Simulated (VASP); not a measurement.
# GaSb (R-3m) in VASP: single point with PBE

Aim: the single point of GaSb with PBE.

Everything below comes from runs of VASP 6.6.1. Logs are shortened: lines on timing, memory, paths and dates and some standing lists are left out, and cuts for length are marked.

### 1 The cell of the first run

The structure is trigonal, space group R-3m (No. 166). Conventional cell: a = 4.419 Å, b = 4.419 Å, c = 20.682 Å, α = 90.00°, β = 90.00°, γ = 120.00°. Ga (site symmetry 3m) has 1 Ga at 2.69 Å and 3 Sb at 2.70 Å within 3.5 Å. Within 3.3 Å of Sb (site symmetry 3m) lie 1 Sb at 2.46 Å and 3 Ga at 2.70 Å.

### 2 Single point, PBE (P replaced by Sb, lengths x 1.084, strained)

INCAR

```
SYSTEM = GaSb
PREC     = Accurate       ! precision mode
ENCUT    = 520            ! plane-wave cutoff, eV
EDIFF    = 1E-6           ! SCF threshold, eV
ISMEAR   = 0              ! smearing method
SIGMA    = 0.1            ! smearing width, eV
LREAL    = .False.        ! projectors in reciprocal space
LASPH    = .True.         ! aspherical terms in the spheres
NELM     = 60             ! most SCF steps
ALGO     = Normal         ! electronic algorithm
ISIF     = 2              ! what is computed and relaxed
LWAVE    = .False.        ! write WAVECAR
LCHARG   = .False.        ! write CHGCAR
GGA      = PE             ! functional
NBANDS   = 26             ! bands
```

KPOINTS

```
Automatic mesh
0
Gamma
  12 12 12
  0 0 0
```

POSCAR

```
GaSb
1.0
    2.2092816988      1.2755293835      6.8938749315
   -2.2092816988      1.2755293835      6.8938749315
    0.0000000000     -2.5510587670      6.8938749315
Ga Sb
2 2
Direct
    0.4349322216      0.4349322216      0.4349322216
    0.5650677784      0.5650677784      0.5650677784
    0.0595437000      0.0595437000      0.0595437000
    0.9404563000      0.9404563000      0.9404563000
```

Potentials or basis: VASP PAW PBE potentials, release 64 (Ga_d, Sb).

On the command line:

```
cat potpaw_PBE.64/Ga_d/POTCAR potpaw_PBE.64/Sb/POTCAR > POTCAR
mpirun -np 1 vasp_std > vasp.out
```

OUTCAR:

```text
SYSTEM = GaSb
   PREC = Accurate
   ENCUT = 520
   EDIFF = 1E-6
   ISMEAR = 0
   LREAL = .False.
   LASPH = .True.
   NELM = 60
   ISIF = 2
   GGA = PE

 ion  position               nearest neighbor table
   1  0.435  0.435  0.435-   2 2.69   3 2.70   3 2.70   3 2.70
   2  0.565  0.565  0.565-   1 2.69   4 2.70   4 2.70   4 2.70
   3  0.060  0.060  0.060-   4 2.46   1 2.70   1 2.70   1 2.70
   4  0.940  0.940  0.940-   3 2.46   2 2.70   2 2.70   2 2.70

  LATTYP: Found a trigonal (rhomboedric) cell.
 ALAT       =     7.3507423029
 COS(alpha) =     0.8193367619

  Lattice vectors:

 A1 = (   2.2092816988,   1.2755293835,   6.8938749315)
 A2 = (  -2.2092816988,   1.2755293835,   6.8938749315)
 A3 = (   0.0000000000,  -2.5510587670,   6.8938749315)

Analysis of symmetry for initial positions (statically):
=====================================================================
 Subroutine PRICEL returns:
 Original cell was already a primitive cell.

 Routine SETGRP: Setting up the symmetry group for a
 trigonal (rhombohedral) supercell.

 Subroutine GETGRP returns: Found 12 space group operations
 (whereof 12 operations were pure point group operations)
 out of a pool of 12 trial point group operations.

The static configuration has the point symmetry D_3d.

Analysis of symmetry for dynamics (positions and initial velocities):
=====================================================================
 Subroutine PRICEL returns:
 Original cell was already a primitive cell.

 Routine SETGRP: Setting up the symmetry group for a
 trigonal (rhombohedral) supercell.

 Subroutine GETGRP returns: Found 12 space group operations
 (whereof 12 operations were pure point group operations)
 out of a pool of 12 trial point group operations.

The dynamic configuration has the point symmetry D_3d.

 Subroutine INISYM returns: Found 12 space group operations
 (whereof 12 operations are pure point group operations),
 and found     1 'primitive' translations

----------------------------------------------------------------------------------------

                                     Primitive cell

  volume of cell :     116.5618

  direct lattice vectors                    reciprocal lattice vectors
     2.209281699  1.275529383  6.893874932     0.226317902  0.130664702  0.048352100
    -2.209281699  1.275529383  6.893874932    -0.226317902  0.130664702  0.048352100
     0.000000000 -2.551058767  6.893874932     0.000000000 -0.261329404  0.048352100

  length of vectors
     7.350742303  7.350742303  7.350742303     0.265764902  0.265764902  0.265764902

  position of ions in fractional coordinates (direct lattice)
     0.434932222  0.434932222  0.434932222
     0.565067778  0.565067778  0.565067778
     0.059543700  0.059543700  0.059543700
     0.940456300  0.940456300  0.940456300

  ion indices of the primitive-cell ions
   primitive index   ion index
                 1           1
                 2           2
                 3           3
                 4           4

----------------------------------------------------------------------------------------

 KPOINTS: Automatic mesh

Automatic generation of k-mesh.
 Grid dimensions read from file:
 generate k-points for:   12   12   12

 Generating k-lattice:

  Cartesian coordinates                     Fractional coordinates (reciprocal lattice)
     0.018859825  0.010888725  0.004029342     0.083333333  0.000000000  0.000000000
    -0.018859825  0.010888725  0.004029342     0.000000000  0.083333333  0.000000000
     0.000000000 -0.021777450  0.004029342     0.000000000  0.000000000  0.083333333

  Length of vectors
     0.022147075  0.022147075  0.022147075

  Shift w.r.t. Gamma in fractional coordinates (k-lattice)
     0.000000000  0.000000000  0.000000000

 Subroutine IBZKPT returns following result:
 ===========================================

 Found    189 irreducible k-points:

 Following reciprocal coordinates:
            Coordinates               Weight
  0.000000  0.000000  0.000000      1.000000
  0.083333 -0.000000  0.000000      6.000000
  0.166667  0.000000 -0.000000      6.000000
  0.250000 -0.000000  0.000000      6.000000
  0.333333 -0.000000 -0.000000      6.000000
  0.416667 -0.000000  0.000000      6.000000
[... 16 lines left out ...]
  0.500000  0.166667  0.000000     12.000000
 -0.416667  0.166667 -0.000000     12.000000
 [... further k-points ...]
   k-points           NKPTS =    189   k-points in BZ     NKDIM =    189   number of bands    NBANDS=     26
   number of dos      NEDOS =    301   number of ions     NIONS =      4
   total plane-waves  NPLWV = 175616
   dimension x,y,z NGX =    56 NGY =   56 NGZ =   56
   dimension x,y,z NGXF=   112 NGYF=  112 NGZF=  112
   ions per type =               2   2
   NGX,Y,Z   is equivalent  to a cutoff of  12.67, 12.67, 12.67 a.u.
   NGXF,Y,Z  is equivalent  to a cutoff of  25.33, 25.33, 25.33 a.u.
 SYSTEM =  GaSb
   PREC   = accura    normal or accurate (medium, high low for compatibility)
   ISTART =      0    job   : 0-new  1-cont  2-samecut
   ICHARG =      2    charge: 1-file 2-atom 10-const
   ISPIN  =      1    spin polarized calculation?
   LNONCOLLINEAR =      F non collinear calculations
   LSORBIT =      F    spin-orbit coupling
   LASPH  =      T    aspherical Exc in radial PAW
   ENCUT  =  520.0 eV  38.22 Ry    6.18 a.u.  13.67 13.67 13.67*2*pi/ulx,y,z
   NELM   =     60;   NELMIN=  2; NELMDL= -5     # of ELM steps
   EDIFF  = 0.1E-05   stopping-criterion for ELM
   LREAL  =      F    real-space projection
   EDIFFG = 0.1E-04   stopping-criterion for IOM
   NSW    =      0    number of steps for IOM
   IBRION =     -1    ionic relax: 0-MD 1-quasi-New 2-CG
   NFREE  =      0    steps in history (QN), initial steepest desc. (CG)
   ISIF   =      2    stress and relaxation
   ISYM   =      2    0-nonsym 1-usesym 2-fastsym
   POTIM  = 0.5000    time-step for ionic-motion
   TEBEG  =    0.0;   TEEND  =   0.0 temperature during run
   PSTRESS=    0.0 pullay stress
   NELECT =      36.0000    total number of electrons
   NUPDOWN=      -1.0000    fix difference up-down
   EMIN   =  10.00;   EMAX   =-10.00  energy-range for DOS
   EFERMI =   0.00;   METHOD = LEGACY
   ISMEAR =     0;   SIGMA  =   0.10  broadening in eV -4-tet -1-fermi 0-gaus
   EFERMI_NEDOS =   21; number of points for ismear=-14 and -15
   IALGO  =     38    algorithm
   IMIX   =      4    mixing-type and parameters
     AMIX     =   0.40;   BMIX     =  1.00
     AMIX_MAG =   1.60;   BMIX_MAG =  1.00
  volume/ion in A,a.u.               =      29.14       196.65
  Fermi-wavevector in a.u.,A,eV,Ry     =   1.106599  2.091169 16.661168  1.224561
  Thomas-Fermi vector in A             =   2.243102
   LORBIT       =      0    0 simple, 1 ext, 2 COOP (PROOUT), +10 PAW based schemes
   GGA     = PE    functional components
   LHFCALC =     F    Hartree Fock is set to
   AEXX    =    0.0000 exact exchange contribution
   IVDW    =     0    specifies the selected vdW correction
   LEPSILON=     F    determine dielectric tensor
   LRPA    =     F    only Hartree local field effects (RPA)
 non-spin polarized calculation
 Gauss-broadening in eV      SIGMA  =   0.10
  energy-cutoff  :      520.00
  volume of cell :      116.56
 maximum number of plane-waves:      3155
   NGX = 27   NGY = 27   NGZ = 27

 number of electron      35.9999993 magnetization

 Free energy of the ion-electron system (eV)
  ---------------------------------------------------
  ext. energy  EPLUGINS =         0.00000000
  ---------------------------------------------------
  free energy    TOTEN  =       -13.58548574 eV

  energy without entropy =      -13.58437283  energy(sigma->0) =      -13.58492929

 E-fermi :   4.8303     XC(G=0):  -8.9906

 val. band max:        4.8286668939   @ k =   0.0000   0.0000   0.0000
 cond. band min:       4.8583241684   @ k =   0.4167   0.4167   0.4167
 fundamental gap:      0.0296572745
 Fermi energy:         4.8302873373

 k-point     1 :       0.0000    0.0000    0.0000
  band No.  band energies     occupation
      1     -10.1104      2.00000
      2     -10.0618      2.00000
      3     -10.0618      2.00000
      4     -10.0589      2.00000
      5     -10.0589      2.00000
      6     -10.0253      2.00000
[... 18 lines left out ...]
     25       8.2631      0.00000
     26      10.5458      0.00000

 k-point     2 :       0.0833   -0.0000    0.0000
  band No.  band energies     occupation
      1     -10.1098      2.00000
      2     -10.0632      2.00000
      3     -10.0611      2.00000
      4     -10.0608      2.00000
      5     -10.0582      2.00000
      6     -10.0257      2.00000
[... 18 lines left out ...]
     25       8.4670      0.00000
     26      10.8639      0.00000

 k-point     3 :       0.1667    0.0000   -0.0000
  band No.  band energies     occupation
      1     -10.1084      2.00000
      2     -10.0682      2.00000
      3     -10.0656      2.00000
      4     -10.0581      2.00000
      5     -10.0563      2.00000
      6     -10.0269      2.00000
[... 18 lines left out ...]
     25       9.0252      0.00000
     26      11.3936      0.00000

 k-point     4 :       0.2500   -0.0000    0.0000
  band No.  band energies     occupation
      1     -10.1065      2.00000
      2     -10.0767      2.00000
      3     -10.0696      2.00000
      4     -10.0546      2.00000
      5     -10.0537      2.00000
      6     -10.0284      2.00000
[... 18 lines left out ...]
     25       9.8017      0.00000
     26      10.9883      0.00000
[... 496 lines left out ...]
      1     -10.1027      2.00000
      2     -10.0875      2.00000
      3     -10.0736      2.00000
      4     -10.0514      2.00000
      5     -10.0510      2.00000
      6     -10.0289      2.00000
[... 18 lines left out ...]
     25      10.1647      0.00000
     26      11.4067      0.00000

 k-point    23 :       0.5000    0.1667    0.0000
  band No.  band energies     occupation
      1     -10.0997      2.00000
      2     -10.0940      2.00000
      3     -10.0756      2.00000
      4     -10.0505      2.00000
      5     -10.0493      2.00000
      6     -10.0293      2.00000
[... 18 lines left out ...]
     25      10.6371      0.00000
     26      11.3570      0.00000

 k-point    24 :      -0.4167    0.1667   -0.0000
  band No.  band energies     occupation
      1     -10.0988      2.00000
      2     -10.0959      2.00000
      3     -10.0767      2.00000
      4     -10.0503      2.00000
      5     -10.0485      2.00000
      6     -10.0295      2.00000
[... 18 lines left out ...]
     25      10.7901      0.00000
     26      11.2644      0.00000

 [... further k-points ...]

------------------------ aborting loop because EDIFF is reached ----------------------------------------

  FORCE on cell =-STRESS in cart. coord.  units (eV):
  Direction    XX          YY          ZZ          XY          YZ          ZX
  --------------------------------------------------------------------------------------
  -------------------------------------------------------------------------------------
  Total        0.4884550      0.4884550     11.0799411      0.0000000     -0.0000000      0.0000000
  in kB        6.7139623      6.7139623    152.2971657      0.0000000     -0.0000000      0.0000000
  external PRESSURE =      55.2416967 kB  Pullay stress =       0.0000000 kB

 VOLUME and BASIS-vectors are now :
 -----------------------------------------------------------------------------
  energy-cutoff  :      520.00
  volume of cell :      116.56
      direct lattice vectors                 reciprocal lattice vectors
     2.209281699  1.275529383  6.893874932     0.226317902  0.130664702  0.048352100
    -2.209281699  1.275529383  6.893874932    -0.226317902  0.130664702  0.048352100
     0.000000000 -2.551058767  6.893874932     0.000000000 -0.261329404  0.048352100

 POSITION                                       TOTAL-FORCE (eV/Angst)
 -----------------------------------------------------------------------------------
      0.00000      0.00000      8.99511         0.000000     -0.000000      1.189963
      0.00000      0.00000     11.68652         0.000000      0.000000     -1.189963
      0.00000      0.00000      1.23146         0.000000      0.000000      4.514905
      0.00000      0.00000     19.45016         0.000000     -0.000000     -4.514905
 -----------------------------------------------------------------------------------
    total drift:                               -0.000000      0.000000      0.000000

  FREE ENERGIE OF THE ION-ELECTRON SYSTEM (eV)
  ---------------------------------------------------
  free  energy   TOTEN  =       -13.5854857394 eV

  energy  without entropy=      -13.5843728330  energy(sigma->0) =      -13.58492929
```

It took 16 min on 1 thread of Intel Xeon Platinum 8488C (Sapphire Rapids), shared host; peak memory 0.76 GiB.

What came out:

| Property | Result |
| --- | --- |
| Free energy | -13.5855 eV |
| Pressure | 5.5 GPa |
| Largest force | 4.515 eV/Å |
| Band gap on the k mesh | zero (bands 18 and 19 overlap by 0.10 eV) |

Forces in eV/Å, atoms in the order of the input:
```
Ga   0.000  0.000  1.190
Ga   0.000  0.000 -1.190
Sb   0.000  0.000  4.515
Sb   0.000  0.000 -4.515
```

Caveat: the cell differs from its parent crystal (P replaced by Sb, lengths x 1.084, strained); the cell stands under pressure; semilocal functionals underestimate gaps, so a narrow gap can read as zero; spin-orbit coupling is left out, which moves the levels of the heavy elements; forces of over 1 eV/Å act on the atoms, so gaps and moduli don't describe the material at rest.
